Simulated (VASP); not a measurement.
# SiC (Moissanite 3C) (F-43m) in VASP: a series of runs, part 2 of 2

VASP 6.6.1.

### 3 Single point, PBE

This run uses another cell than the first one, of 10.50 Å³/atom, 1.016 times its volume.

Input file INCAR:

```
SYSTEM = SiC
PREC = Accurate ; ENCUT = 520
EDIFF = 1E-6 ; ISMEAR = -1
SIGMA = 0.02 ; LREAL = .FALSE.
LASPH = .TRUE. ; NELM = 60
ALGO = Normal ; ISIF = 2
LWAVE = .FALSE. ; LCHARG = .TRUE.
GGA = PE ; LELF = .TRUE.
LVHAR = .TRUE. ; NBANDS = 11
```

Input file KPOINTS:

```
regular mesh
0
G
  10 10 10
  0 0 0
```

Input file POSCAR:

```
SiC
1.0
    0.0000000000      2.1898675890      2.1898675890
    2.1898675890      0.0000000000      2.1898675890
    2.1898675890      2.1898675890      0.0000000000
Si C
1 1
Direct
    0.0000000000      0.0000000000      0.0000000000
    0.2500000000      0.2500000000      0.2500000000
```

Potentials or basis: VASP PAW PBE potentials, release 64 (Si, C).

On the command line:

```bash
$ cat potpaw_PBE.64/Si/POTCAR potpaw_PBE.64/C/POTCAR > POTCAR
$ mpirun -np 1 vasp_std > vasp.out
```

OUTCAR:

```text
SYSTEM = SiC
   PREC = Accurate
   ENCUT = 520
   EDIFF = 1E-6
   ISMEAR = -1
   LREAL = .FALSE.
   LASPH = .TRUE.
   NELM = 60
   ISIF = 2
   GGA = PE

 ion  position               nearest neighbor table
   1  0.000  0.000  0.000-   2 1.90   2 1.90   2 1.90   2 1.90
   2  0.250  0.250  0.250-   1 1.90   1 1.90   1 1.90   1 1.90

  LATTYP: Found a face centered cubic cell.
 ALAT       =     4.3797351780

  Lattice vectors:

 A1 = (   0.0000000000,   2.1898675890,   2.1898675890)
 A2 = (   2.1898675890,   0.0000000000,   2.1898675890)
 A3 = (   2.1898675890,   2.1898675890,   0.0000000000)

Analysis of symmetry for initial positions (statically):
=====================================================================
 Subroutine PRICEL returns:
 Original cell was already a primitive cell.

 Routine SETGRP: Setting up the symmetry group for a
 face centered cubic supercell.

 Subroutine GETGRP returns: Found 24 space group operations
 (whereof 24 operations were pure point group operations)
 out of a pool of 48 trial point group operations.

The static configuration has the point symmetry T_d .

Analysis of symmetry for dynamics (positions and initial velocities):
=====================================================================
 Subroutine PRICEL returns:
 Original cell was already a primitive cell.

 Routine SETGRP: Setting up the symmetry group for a
 face centered cubic supercell.

 Subroutine GETGRP returns: Found 24 space group operations
 (whereof 24 operations were pure point group operations)
 out of a pool of 48 trial point group operations.

The dynamic configuration has the point symmetry T_d .

 Subroutine INISYM returns: Found 24 space group operations
 (whereof 24 operations are pure point group operations),
 and found     1 'primitive' translations

[... 118 lines left out ...]
   LORBIT       =      0    0 simple, 1 ext, 2 COOP (PROOUT), +10 PAW based schemes
   GGA     = PE    functional components
   LHFCALC =     F    Hartree Fock is set to
   AEXX    =    0.0000 exact exchange contribution
   IVDW    =     0    specifies the selected vdW correction
   LEPSILON=     F    determine dielectric tensor
   LRPA    =     F    only Hartree local field effects (RPA)
 non-spin polarized calculation
  energy-cutoff  :      520.00
  volume of cell :       21.00
 maximum number of plane-waves:       588
   NGX = 11   NGY = 11   NGZ = 11

 number of electron       8.0000001 magnetization

 Free energy of the ion-electron system (eV)
  ---------------------------------------------------
  ext. energy  EPLUGINS =         0.00000000
  ---------------------------------------------------
  free energy    TOTEN  =       -15.06083289 eV

  energy without entropy =      -15.06083288  energy(sigma->0) =      -15.06083288

 E-fermi :   8.3024     XC(G=0): -11.2912

 val. band max:        7.9403891847   @ k =   0.0000   0.0000   0.0000
 cond. band min:       9.3108853503   @ k =   0.5000   0.5000   0.0000
 fundamental gap:      1.3704961657
 Fermi energy:         8.3024094666

 k-point     1 :       0.0000    0.0000    0.0000
  band No.  band energies     occupation
      1      -7.3462      2.00000
      2       7.9404      2.00000
      3       7.9404      2.00000
      4       7.9404      2.00000
      5      13.9995      0.00000
      6      15.1447      0.00000
      7      15.1447      0.00000
      8      15.1447      0.00000
      9      22.3600      0.00000
     10      22.3600      0.00000
     11      24.1902      0.00000
[... 309 lines left out ...]
 k-point    24 :       0.4000    0.3000    0.0000
  band No.  band energies     occupation
      1      -4.2446      2.00000
      2       2.3769      2.00000
      3       4.8191      2.00000
      4       5.3392      2.00000
      5      10.7987      0.00000
      6      13.5028      0.00000
      7      19.4029      0.00000
      8      19.7314      0.00000
      9      21.5347      0.00000
     10      25.8802      0.00000
     11      28.9678      0.00000

 [... further k-points ...]

------------------------ aborting loop because EDIFF is reached ----------------------------------------

  FORCE on cell =-STRESS in cart. coord.  units (eV):
  Direction    XX          YY          ZZ          XY          YZ          ZX
  --------------------------------------------------------------------------------------
  -------------------------------------------------------------------------------------
  Total       -0.0063638     -0.0063638     -0.0063638     -0.0000000      0.0000000      0.0000000
  in kB       -0.4854506     -0.4854506     -0.4854506     -0.0000000      0.0000000      0.0000000
  external PRESSURE =      -0.4854506 kB  Pullay stress =       0.0000000 kB

 VOLUME and BASIS-vectors are now :
 -----------------------------------------------------------------------------
  energy-cutoff  :      520.00
  volume of cell :       21.00
      direct lattice vectors                 reciprocal lattice vectors
     0.000000000  2.189867589  2.189867589    -0.228324307  0.228324307  0.228324307
     2.189867589  0.000000000  2.189867589     0.228324307 -0.228324307  0.228324307
     2.189867589  2.189867589  0.000000000     0.228324307  0.228324307 -0.228324307

 POSITION                                       TOTAL-FORCE (eV/Angst)
 -----------------------------------------------------------------------------------
      0.00000      0.00000      0.00000        -0.000000     -0.000000     -0.000000
      1.09493      1.09493      1.09493         0.000000      0.000000      0.000000
 -----------------------------------------------------------------------------------
    total drift:                                0.000000      0.000000      0.000000

  FREE ENERGIE OF THE ION-ELECTRON SYSTEM (eV)
  ---------------------------------------------------
  free  energy   TOTEN  =       -15.0608328850 eV

  energy  without entropy=      -15.0608328850  energy(sigma->0) =      -15.06083288
```

OSZICAR:

```text
N       E                     dE             d eps       ncg     rms          rms(c)
DAV:   1     0.340027412490E+01    0.34003E+01   -0.38378E+03  1058   0.604E+02
DAV:   2    -0.162876837137E+02   -0.19688E+02   -0.18704E+02  1313   0.109E+02
DAV:   3    -0.168724159095E+02   -0.58473E+00   -0.58377E+00  1273   0.159E+01
DAV:   4    -0.168746100302E+02   -0.21941E-02   -0.21940E-02  1174   0.122E+00
DAV:   5    -0.168746203409E+02   -0.10311E-04   -0.10311E-04  1279   0.775E-02    0.866E+00
DAV:   6    -0.151130395309E+02    0.17616E+01   -0.64682E+00  1157   0.113E+01    0.383E+00
DAV:   7    -0.150682355170E+02    0.44804E-01   -0.36873E-01  1229   0.348E+00    0.176E+00
DAV:   8    -0.150606235516E+02    0.76120E-02   -0.20235E-02  1175   0.944E-01    0.172E-01
DAV:   9    -0.150607162644E+02   -0.92713E-04   -0.17139E-03  1280   0.233E-01    0.112E-01
DAV:  10    -0.150608300571E+02   -0.11379E-03   -0.25167E-04  1175   0.957E-02    0.267E-02
DAV:  11    -0.150608324480E+02   -0.23909E-05   -0.45252E-05  1241   0.347E-02    0.704E-03
DAV:  12    -0.150608328850E+02   -0.43701E-06   -0.20892E-06  1041   0.862E-03
   1 F= -.15060833E+02 E0= -.15060833E+02  d E =-.342653E-10
```

Run time: 4.6 s. Hardware: 1 thread of Intel Xeon 6975P-C, shared host; peak memory 0.14 GiB.

What came out:

* Free energy: -15.0608 eV
* Pressure: 0.0 GPa
* Band gap on the k mesh: 1.37 eV, indirect (least direct gap 4.53 eV)

### 4 Single point, PBE

Input file INCAR:

```
SYSTEM = SiC
PREC = Accurate ; ENCUT = 520
EDIFF = 1E-6 ; ISMEAR = -1
SIGMA = 0.02 ; LREAL = .False.
LASPH = .True. ; NELM = 80
ALGO = Normal ; ISIF = 2
LWAVE = .False. ; LCHARG = .False.
GGA = PE ; NBANDS = 11
```

Input file KPOINTS:

```
Automatic mesh
0
Gamma
  10 10 10
  0 0 0
```

Input file POSCAR:

```
SiC
1.0
    0.0000000000      2.1780503294      2.1780503294
    2.1780503294      0.0000000000      2.1780503294
    2.1780503294      2.1780503294      0.0000000000
Si C
1 1
Direct
    0.0000000000      0.0000000000      0.0000000000
    0.2500000000      0.2500000000      0.2500000000
```

On the command line:

```bash
$ cat potpaw_PBE.64/Si/POTCAR potpaw_PBE.64/C/POTCAR > POTCAR
$ mpirun -np 1 vasp_std > vasp.out
```

Wall time 4.3 s (1 thread of Intel Xeon 6975P-C, shared host); peak memory 0.14 GiB.

The run converged. Its results:

```yaml
Free_energy: -15.0571 eV
Pressure: 3.5 GPa
Band_gap_on_the_k_mesh: 1.36 eV, indirect (least direct gap 4.54 eV)
```

Levels at points of the mesh, in eV from the valence-band top:
```
           k point  band 1  band 2  band 3  band 4  band 5  band 6  band 7  band 8
(0.00, 0.00, 0.00)  -15.41    0.00    0.00    0.00    6.25    7.32    7.32    7.32
(0.50, 0.00, 0.00)  -11.84   -8.54   -1.05   -1.05    5.45    7.23    7.23   10.06
(0.50, 0.50, 0.00)  -10.39   -7.80   -3.19   -3.19    1.36    4.33   14.05   14.05
```

A k mesh can miss the band edges. Expect the measured gap to be larger: semilocal functionals such as PBE lack the derivative discontinuity.

### 5 Single point, LDA

Input file INCAR:

```
SYSTEM = SiC
  PREC = Accurate
  ENCUT = 520
  EDIFF = 1E-6
  ISMEAR = 0
  SIGMA = 0.01
  LREAL = .FALSE.
  LASPH = .TRUE.
  NELM = 60
  ALGO = Normal
  ISIF = 2
  LWAVE = .FALSE.
  LCHARG = .TRUE.
  LELF = .TRUE.
  LVHAR = .TRUE.
  NBANDS = 11
```

Input file KPOINTS:

```
Automatic mesh
0
G
  10 10 10
  0 0 0
```

POSCAR is that of step 4.

Potentials or basis: VASP PAW LDA potentials, release 64 (Si, C).

On the command line:

```bash
$ cat potpaw_LDA.64/Si/POTCAR potpaw_LDA.64/C/POTCAR > POTCAR
$ mpirun -np 1 vasp_std > vasp.out
```

It took 3.9 s on 1 thread of Intel Xeon 6975P-C, shared host; peak memory 0.12 GiB.

Results (log left out):

```
Free energy            : -16.6386 eV
Pressure               : -3.7 GPa
Band gap on the k mesh : 1.30 eV, indirect (least direct gap 4.50 eV)
```

Levels at points of the mesh, in eV from the valence-band top:
| k point | band 1 | band 2 | band 3 | band 4 | band 5 | band 6 | band 7 | band 8 |
| --- | --- | --- | --- | --- | --- | --- | --- | --- |
| (0.00, 0.00, 0.00) | -15.33 | 0.00 | 0.00 | 0.00 | 6.31 | 7.20 | 7.20 | 7.20 |
| (0.50, 0.00, 0.00) | -11.70 | -8.56 | -1.05 | -1.05 | 5.40 | 7.13 | 7.13 | 9.92 |
| (0.50, 0.50, 0.00) | -10.22 | -7.82 | -3.20 | -3.20 | 1.30 | 4.19 | 13.84 | 13.84 |

A k mesh can miss the band edges. As with any semilocal functional, this LDA gap is likely too small.

### 6 Single point, PBEsol

Input file INCAR:

```
ALGO = Normal
EDIFF = 1E-7
ENCUT = 520
GGA = PS
ISIF = 2
ISMEAR = -1
LASPH = T
LCHARG = F
LREAL = F
LWAVE = F
NBANDS = 11
NELM = 100
PREC = Accurate
SIGMA = 0.02
```

Input file KPOINTS:

```
k-points
0
Gamma
  10 10 10
```

Input file POSCAR:

```
SiC
1.0
    0.0000000000      2.1784550131      2.1784550131
    2.1784550131      0.0000000000      2.1784550131
    2.1784550131      2.1784550131      0.0000000000
Si C
1 1
Direct
    0.0000000000      0.0000000000      0.0000000000
    0.2500000000      0.2500000000      0.2500000000
```

Potentials or basis: VASP PAW PBE potentials, release 64 (Si, C).

On the command line:

```bash
$ cat potpaw_PBE.64/Si/POTCAR potpaw_PBE.64/C/POTCAR > POTCAR
$ mpirun -np 1 vasp_std > vasp.out
```

It took 5.5 s on 1 thread of Intel Xeon 6975P-C, shared host; peak memory 0.14 GiB.

The run converged. Its results:

- Free energy: -15.9150 eV
- Pressure: 0.3 GPa
- Band gap on the k mesh: 1.23 eV, indirect (least direct gap 4.44 eV)

Levels at points of the mesh, in eV from the valence-band top:
| k point | band 2 | band 3 | band 4 | band 5 | band 6 | band 7 |
| --- | --- | --- | --- | --- | --- | --- |
| (0.00, 0.00, 0.00) | 0.00 | 0.00 | 0.00 | 6.20 | 7.25 | 7.25 |
| (0.50, 0.00, 0.00) | -8.60 | -1.06 | -1.06 | 5.38 | 7.14 | 7.14 |
| (0.50, 0.50, 0.00) | -7.84 | -3.21 | -3.21 | 1.23 | 4.20 | 13.96 |

Caveat: the PAW data sets were made with another functional, which shifts forces and pressure a little.

### 7 Summary

```csv
level,potentials or basis,cell,k mesh,smearing,gap on the mesh (eV),pressure (GPa)
PBE,"VASP PAW PBE potentials, release 64 (Si, C)","a = 3.080 Å, angles 60.0°, 2 atoms",6 × 6 × 6,gaussian 0.01 eV,1.35,3.5
PBE,"VASP PAW PBE potentials, release 64 (Si, C)","a = 3.097 Å, angles 60.0°, 2 atoms",10 × 10 × 10,fermi-dirac 0.02 eV,1.37,0.0
PBE,"VASP PAW PBE potentials, release 64 (Si, C)","a = 3.080 Å, angles 60.0°, 2 atoms",10 × 10 × 10,fermi-dirac 0.02 eV,1.36,3.5
LDA,"VASP PAW LDA potentials, release 64 (Si, C)","a = 3.080 Å, angles 60.0°, 2 atoms",10 × 10 × 10,gaussian 0.01 eV,1.30,-3.7
PBEsol,"VASP PAW PBE potentials, release 64 (Si, C)","a = 3.081 Å, angles 60.0°, 2 atoms",10 × 10 × 10,fermi-dirac 0.02 eV,1.23,0.3
```

Alike in all rows: task single point; no spin polarisation; cutoff (eV) 520.

Caveats: the PAW data sets were made with another functional, which shifts forces and pressure a little (some runs).

Absolute energies hang on the potentials; compare differences alone.

### 8 Against experiment

Step 3. Against the measured gap of SiC, 2.4 eV (indirect; quoted in “Insight into the structural, elastic and electronic properties of a new orthorhombic 6O-SiC polytype”, 2020, pmc:7200658), the calculated 1.37 eV is off by -1.03 eV. The value is that of PBE on a finite k mesh, which can miss the band edges, without temperature or zero-point motion. Semilocal functionals fall short of measured gaps as a rule.

Step 6. A measured gap of SiC is 2.4 eV (indirect; quoted in “Insight into the structural, elastic and electronic properties of a new orthorhombic 6O-SiC polytype”, 2020, pmc:7200658); the calculated 1.23 eV misses it by -1.17 eV. The value is that of PBEsol on a finite k mesh, which can miss the band edges, without temperature or zero-point motion. Semilocal functionals fall short of measured gaps as a rule.
